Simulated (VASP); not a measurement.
Set up this calculation in VASP 6.6.1, as the native input.

* Task: single point
* Functional: HSE06
* Potentials or basis: VASP PAW PBE potentials, release 64 (Ti_sv, C)
* Cutoff: 520 eV
* k mesh: 6 × 6 × 6
* Occupations: fermi-dirac, width 0.05 eV
* Spin: no spin polarisation
* Dipole correction: no
* Grid for exact exchange (PRECFOCK): Normal
* Further INCAR settings: ALGO = Normal; EDIFF = 1e-06; NBANDS = 15
* Share of exact exchange: 0.25
* Screening parameter: 0.2079 1/Å

Crystal: TiC.

```xyz
2
Lattice="0.0000 2.1512 2.1512 2.1512 0.0000 2.1512 2.1512 2.1512 0.0000" Properties=species:S:1:pos:R:3 pbc="T T T"
Ti    0.0000    0.0000    0.0000
C     2.1512    2.1512    2.1512
```

The input as run:

POSCAR

```
TiC
1.0
    0.0000000000      2.1511833799      2.1511833799
    2.1511833799      0.0000000000      2.1511833799
    2.1511833799      2.1511833799      0.0000000000
Ti C
1 1
Direct
    0.0000000000      0.0000000000      0.0000000000
    0.5000000000      0.5000000000      0.5000000000
```

INCAR.step1

```
PREC = Accurate
ENCUT = 520
EDIFF = 1E-5
ISMEAR = -1
SIGMA = 0.05
LREAL = F
LASPH = T
NELM = 100
ALGO = Normal
ISIF = 2
LWAVE = T
LCHARG = F
GGA = PE
NBANDS = 15
```

INCAR.step2

```
PREC = Accurate
ENCUT = 520
EDIFF = 1E-6
ISMEAR = -1
SIGMA = 0.05
LREAL = F
LASPH = T
NELM = 100
ALGO = Normal
ISIF = 2
LWAVE = F
LCHARG = F
GGA = PE
LHFCALC = T
HFSCREEN = 0.2079
PRECFOCK = Normal
ISTART = 1
NBANDS = 15
```

KPOINTS

```
Automatic mesh
0
Gamma
  6 6 6
```

Potentials or basis: VASP PAW PBE potentials, release 64 (Ti_sv, C).

The run is started by

```console
$ cat potpaw_PBE.64/Ti_sv/POTCAR potpaw_PBE.64/C/POTCAR > POTCAR
$ cp INCAR.step1 INCAR
$ mpirun -np 1 vasp_std > vasp.out
$ cp INCAR.step2 INCAR
$ mpirun -np 1 vasp_std > vasp.out
```

It gave:

The pressure is 0.7 GPa and the band gap on the k mesh is zero (bands 8 and 9 overlap by 1.81 eV).

Caveat: the k points lie up to 0.42 Å⁻¹ apart, too coarse for converged energies and pressures of a metal; the PAW data sets were made with another functional, which shifts forces and pressure a little.

Wall time 18 min on 1 thread of Intel(R) Xeon(R) Platinum 8488C (Sapphire Rapids), on a shared host, peak memory 0.25 GiB.
